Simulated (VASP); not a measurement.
# Ag (P-1) in VASP: relaxation of cell and atoms with PBEsol

Aim: the relaxation of cell and atoms of Ag with PBEsol.

Everything below comes from runs of VASP 6.6.1. Logs are shortened: lines on timing, memory, paths and dates and some standing lists are left out, and cuts for length are marked.

### 1 The cell of the first run

The typed cell holds 2 atoms: a = 2.793 Å, b = 2.793 Å, c = 4.561 Å, α = 90.00°, β = 90.00°, γ = 109.47°.

### 2 Relaxation of cell and atoms, PBEsol (all atoms moved at random, sigma 0.25 Å a component)

File INCAR:

```
PREC = Accurate
ENCUT = 600
EDIFF = 1E-6
ISMEAR = 0
SIGMA = 0.15
LREAL = F
LASPH = T
NELM = 100
ALGO = Fast
ISIF = 3
LWAVE = F
LCHARG = F
GGA = PS
IBRION = 2
NSW = 100
EDIFFG = -0.01
```

File KPOINTS:

```
Automatic mesh
0
Gamma
  12 12 8
```

File POSCAR:

```
Ag
1.0
   -1.6125573281      1.6125573281      1.6125573281
    1.6125573281     -1.6125573281      1.6125573281
    3.2251146562      3.2251146562      0.0000000000
Ag
2
Direct
    0.1039948074      0.1152498129     -0.0239737902
    0.3960051926      0.3847501871      0.5239737902
```

Potentials or basis: VASP PAW PBE potentials, release 64 (Ag).

Started as:

```console
$ cat potpaw_PBE.64/Ag/POTCAR > POTCAR
$ mpirun -np 1 vasp_std > vasp.out
```

OUTCAR:

```text
PREC = Accurate
   ENCUT = 600
   EDIFF = 1E-6
   ISMEAR = 0
   LREAL = F
   LASPH = T
   NELM = 100
   ISIF = 3
   GGA = PS
   IBRION = 2
   NSW = 100
   EDIFFG = -0.01

 ion  position               nearest neighbor table
   1  0.104  0.115  0.976-   2 2.25   2 2.66   2 3.10   2 3.12   2 3.19   2 3.41   2 3.42   2 3.49

   2  0.396  0.385  0.524-   1 2.25   1 2.66   1 3.10   1 3.12   1 3.19   1 3.41   1 3.42   1 3.49

  LATTYP: Found a base centered orthorhombic cell.
 ALAT       =     3.2251146562
 B/A-ratio  =     1.4142135624
 C/A-ratio  =     1.4142135624

  Lattice vectors:

 A1 = (  -1.6125573281,   1.6125573281,   1.6125573281)
 A2 = (   1.6125573281,  -1.6125573281,   1.6125573281)
 A3 = (   3.2251146562,   3.2251146562,   0.0000000000)

Analysis of symmetry for initial positions (statically):
=====================================================================
 Subroutine PRICEL returns:
 Original cell was already a primitive cell.

 Routine SETGRP: Setting up the symmetry group for a
 base centered orthorhombic supercell.

 Subroutine GETGRP returns: Found  2 space group operations
 (whereof  1 operations were pure point group operations)
 out of a pool of  8 trial point group operations.

The static configuration has the point symmetry C_1 .
 The point group associated with its full space group is S_2 .

Analysis of symmetry for dynamics (positions and initial velocities):
=====================================================================
 Subroutine PRICEL returns:
 Original cell was already a primitive cell.

 Routine SETGRP: Setting up the symmetry group for a
 base centered orthorhombic supercell.

 Subroutine GETGRP returns: Found  2 space group operations
 (whereof  1 operations were pure point group operations)
 out of a pool of  8 trial point group operations.

The dynamic configuration has the point symmetry C_1 .
 The point group associated with its full space group is S_2 .

 Subroutine INISYM returns: Found  2 space group operations
 (whereof  1 operations are pure point group operations),
 and found     1 'primitive' translations

----------------------------------------------------------------------------------------

                                     Primitive cell

  volume of cell :      33.5456

[... 123 lines left out ...]
  energy-cutoff  :      600.00
  volume of cell :       33.55
 maximum number of plane-waves:      1140
 NGX is ok and might be reduce to    24
   NGX = 11   NGY = 11   NGZ = 19

--------------------------------------- Ionic step        1  -------------------------------------------

 number of electron      22.0000002 magnetization

 Free energy of the ion-electron system (eV)
  ---------------------------------------------------
  ext. energy  EPLUGINS =         0.00000000
  ---------------------------------------------------
  free energy    TOTEN  =        -5.45385328 eV

  energy without entropy =       -5.44653302  energy(sigma->0) =       -5.45019315

------------------------ aborting loop because EDIFF is reached ----------------------------------------

  FORCE on cell =-STRESS in cart. coord.  units (eV):
  Direction    XX          YY          ZZ          XY          YZ          ZX
  --------------------------------------------------------------------------------------
  -------------------------------------------------------------------------------------
  Total        5.0418845      4.6718917      0.9931497      4.7978962     -2.4761581     -2.6845436
  in kB      240.8063844    223.1350906     47.4340089    229.1532168   -118.2642499   -128.2169888
  external PRESSURE =     170.4584946 kB  Pullay stress =       0.0000000 kB
[... 89 lines left out ...]
  FREE ENERGIE OF THE ION-ELECTRON SYSTEM (eV)
  ---------------------------------------------------
  free  energy   TOTEN  =        -5.9538628371 eV

  energy  without entropy=       -5.9474676201  energy(sigma->0) =       -5.95066523

[... ionic steps 4 to 43 ...]

--------------------------------------- Ionic step       44  -------------------------------------------

 number of electron      21.9999999 magnetization

------------------------ aborting loop because EDIFF is reached ----------------------------------------
[... 67 lines left out ...]
--------------------------------------- Ionic step       46  -------------------------------------------

 number of electron      21.9999998 magnetization

 Free energy of the ion-electron system (eV)
  ---------------------------------------------------
  ext. energy  EPLUGINS =         0.00000000
  ---------------------------------------------------
  free energy    TOTEN  =        -6.60367376 eV

  energy without entropy =       -6.59776109  energy(sigma->0) =       -6.60071742

 E-fermi :   8.4456     XC(G=0): -12.5370

 val. band max:        8.4126383974   @ k =   0.0833   0.4167  -0.2500
 cond. band min:       8.5705800109   @ k =   0.5000   0.5000   0.1250
 fundamental gap:      0.1579416135
 Fermi energy:         8.4456053557

 k-point     1 :       0.0000    0.0000    0.0000
  band No.  band energies     occupation
      1       0.5408      2.00000
      2       2.0059      2.00000
      3       3.6949      2.00000
      4       3.7634      2.00000
      5       3.7971      2.00000
      6       4.0255      2.00000
      7       4.0448      2.00000
      8       4.3663      2.00000
      9       4.3984      2.00000
     10       5.4477      2.00000
     11       5.4684      2.00000
     12       8.0391      1.99987
     13      12.2746      0.00000
     14      24.1723      0.00000
[... 401 lines left out ...]
      2       2.4700      2.00000
      3       2.5223      2.00000
      4       3.6370      2.00000
      5       4.0329      2.00000
      6       4.2377      2.00000
      7       4.4470      2.00000
      8       5.5502      2.00000
      9       5.6252      2.00000
     10       5.6266      2.00000
     11       8.2663      1.90904
     12      10.9358      0.00000
     13      15.3690      0.00000
     14      15.6613      0.00000
     15      18.0722      0.00000

 [... further k-points ...]

------------------------ aborting loop because EDIFF is reached ----------------------------------------

  FORCE on cell =-STRESS in cart. coord.  units (eV):
  Direction    XX          YY          ZZ          XY          YZ          ZX
  --------------------------------------------------------------------------------------
  -------------------------------------------------------------------------------------
  Total        0.0018873     -0.0118575      0.0177945      0.0109616     -0.0084955      0.0004348
  in kB        0.0905719     -0.5690403      0.8539524      0.5260465     -0.4076975      0.0208647
  external PRESSURE =       0.1251613 kB  Pullay stress =       0.0000000 kB
[... 17 lines left out ...]
  FREE ENERGIE OF THE ION-ELECTRON SYSTEM (eV)
  ---------------------------------------------------
  free  energy   TOTEN  =        -6.6036737564 eV

  energy  without entropy=       -6.5977610889  energy(sigma->0) =       -6.60071742

 reached required accuracy - stopping structural energy minimisation
```

OSZICAR:

```text
N       E                     dE             d eps       ncg     rms          rms(c)
DAV:   1     0.131475691814E+03    0.13148E+03   -0.12631E+04 17400   0.162E+03
DAV:   2    -0.456049488667E+01   -0.13604E+03   -0.13098E+03 17981   0.316E+02
DAV:   3    -0.609364040837E+01   -0.15331E+01   -0.15311E+01 21250   0.404E+01
[... 407 lines left out ...]
RMM:   2    -0.660492182311E+01    0.47584E-02   -0.78436E-03 17400   0.874E-01    0.206E-01
RMM:   3    -0.660388352261E+01    0.10383E-02   -0.93892E-04 17400   0.275E-01    0.923E-02
RMM:   4    -0.660366994129E+01    0.21358E-03   -0.30138E-04 17400   0.153E-01    0.293E-02
RMM:   5    -0.660367369333E+01   -0.37520E-05   -0.26812E-05 17394   0.478E-02    0.618E-03
RMM:   6    -0.660367375635E+01   -0.63020E-07   -0.43699E-06 14204   0.185E-02
  46 F= -.66036738E+01 E0= -.66007174E+01  d E =-.383883E-03
```

CONTCAR:

```text
Ag
   1.00000000000000
    -1.7635166972555636    1.7600720115622341    1.4375079861826192
     1.7523987897540454   -1.7648728015802120    1.4323562384450970
     3.3062937627919013    3.3025776114523748    0.0215258028558738
  Ag
     2
Direct
     0.9182049755438695    0.0853191640942525    0.0000102666842718
     0.5817950244561305    0.4146808359057475    0.4999897333157285

  0.00000000E+00  0.00000000E+00  0.00000000E+00
  0.00000000E+00  0.00000000E+00  0.00000000E+00
```

Wall time 36 min (1 thread of Intel Xeon 6975P-C (Granite Rapids), shared host); peak memory 0.51 GiB.

What came out:

| Property | Result |
| --- | --- |
| Free energy | -6.6037 eV |
| Relaxed volume | 16.69 Å³/atom |
| Relaxed cell | a = 2.877 Å, b = 2.870 Å, c = 4.673 Å, α = 90.02°, β = 89.94°, γ = 120.08° |
| Space group after relaxing (to 0.05 Å) | P6_3/mmc (No. 194) |
| Energy gained by relaxing | 574.9 meV/atom |
| Ionic steps | 46 |
| Pressure after relaxing | 0.0 GPa |
| Largest force after relaxing | 0.007 eV/Å |
| Band gap on the k mesh | zero (band 11 reaches 12.62 eV, above the bottom of band 12 at 5.14 eV) |

Forces on the atoms (eV/Å):
```
Ag   0.000  0.001 -0.007
Ag   0.000 -0.001  0.007
```

Stress tensor (GPa, compression positive):
```
 0.01  0.05  0.00
 0.05 -0.06 -0.04
 0.00 -0.04  0.09
```

The path:
```csv
step,energy change (eV),largest force (eV/Å),pressure (GPa),volume (Å³)
1,0.0000,4.9838,17.05,33.55
3,-0.5000,0.6859,-8.40,40.96
5,-0.7784,0.6368,-4.20,36.75
7,-0.7794,0.6399,-3.66,36.56
9,-0.8619,0.4768,2.12,34.16
11,-0.9891,0.3762,0.73,34.00
13,-1.0415,0.2852,-1.98,34.56
15,-1.0726,0.0784,1.82,33.20
17,-1.0897,0.1770,-0.18,33.64
19,-1.0949,0.0382,0.01,33.53
21,-1.0958,0.0449,0.03,33.53
23,-1.0969,0.0660,-0.32,33.61
25,-1.0977,0.0729,-0.05,33.53
27,-1.0991,0.1043,1.07,33.18
29,-1.0994,0.1053,1.14,33.17
31,-1.1003,0.1053,1.16,33.15
33,-1.1023,0.1077,1.48,33.06
35,-1.1087,0.0806,-0.38,33.59
37,-1.1121,0.0710,-0.74,33.70
39,-1.1309,0.1621,-0.16,33.53
41,-1.1486,0.0254,0.47,33.27
43,-1.1493,0.0207,-0.66,33.55
45,-1.1494,0.0249,-0.35,33.48
46,-1.1498,0.0069,0.01,33.39
```

Final structure:
```yaml
crystal:
  lattice:
    - [-1.76352, 1.76007, 1.43751]
    - [1.75240, -1.76487, 1.43236]
    - [3.30629, 3.30258, 0.02153]
  atoms:
    - { symbol: Ag, position: [0.91821, 0.08532, 0.00001] }
    - { symbol: Ag, position: [0.58179, 0.41468, 0.49999] }
```

Levels at points of the mesh, in eV from the Fermi level:
```tsv
k point	band 9	band 10	band 11	band 12	band 13	band 14
(0.00, 0.00, 0.00)	-4.05	-3.00	-2.98	-0.41	3.83	15.73
(0.50, 0.00, 0.00)	-2.78	-2.71	0.15	1.63	7.06	7.33
(0.00, 0.50, 0.00)	-2.78	-2.71	0.14	1.69	7.04	7.28
(0.50, 0.50, 0.00)	-2.78	-2.71	0.14	1.64	7.05	7.30
(0.00, 0.00, 0.50)	-3.32	-3.32	-3.31	-3.31	11.44	11.44
(0.50, 0.00, 0.50)	-2.77	-2.77	0.74	0.75	4.76	4.78
(0.00, 0.50, 0.50)	-2.76	-2.76	0.79	0.80	4.78	4.78
(0.50, 0.50, 0.50)	-2.77	-2.77	0.75	0.75	4.75	4.77
```

Caveat: the cell differs from its parent crystal (all atoms moved at random, sigma 0.25 Å a component); the PAW data sets were made with another functional, which shifts forces and pressure a little.
